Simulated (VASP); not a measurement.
Set up this calculation in VASP 6.6.1, as the native input.

* Task: electric field gradients
* Functional: LDA
* Potentials or basis: VASP PAW LDA potentials, release 64 (Mo_sv, S)
* Cutoff: 520 eV
* k mesh: 15 × 15 × 15
* Occupations: fermi-dirac, width 0.05 eV
* Spin: no spin polarisation
* Dipole correction: no
* Further INCAR settings: ALGO = Normal; EDIFF = 1e-08; NBANDS = 20

The structure of MoS2 lies in POSCAR:

```
MoS2
1.0
    1.5919741743      0.9191267181      6.1638830361
   -1.5919741743      0.9191267181      6.1638830361
    0.0000000000     -1.8382534361      6.1638830361
Mo S
1 2
Direct
    0.0000000000      0.0000000000      0.0000000000
    0.7484000000      0.7484000000      0.7484000000
    0.5849000000      0.5849000000      0.5849000000
```

One way to write it, as run:

INCAR

```
PREC = Accurate ; ENCUT = 520
EDIFF = 1E-8 ; ISMEAR = -1
SIGMA = 0.05 ; LREAL = F
LASPH = T ; NELM = 100
ALGO = Normal ; ISIF = 2
LWAVE = F ; LCHARG = F
GGA = CA ; LEFG = T
NBANDS = 20
```

KPOINTS

```
Automatic mesh
0
Gamma
  15 15 15
```

Potentials or basis: VASP PAW LDA potentials, release 64 (Mo_sv, S).

The run is started by

```bash
$ cat potpaw_LDA.64/Mo_sv/POTCAR potpaw_LDA.64/S/POTCAR > POTCAR
$ mpirun -np 1 vasp_std > vasp.out
```

Results of the run:

```
Pressure                                : -1.6 GPa
Largest force                           : 0.482 eV/Å
Band gap on the k mesh                  : 0.63 eV (least direct gap 1.59 eV)
Largest electric field gradient by atom : Mo -94.1; S -62.6, -61.2 V/Å²
```

Caveat: the stress differs along the axes, from -4 to 3 GPa; without QUAD_EFG the Cq values of the log hold for a quadrupole moment of 1 mb, not for the nuclei.

Run time: 23 min on 1 thread of Oxide Virtual Turin-like Processor, with other jobs on the host, peak memory 0.48 GiB.
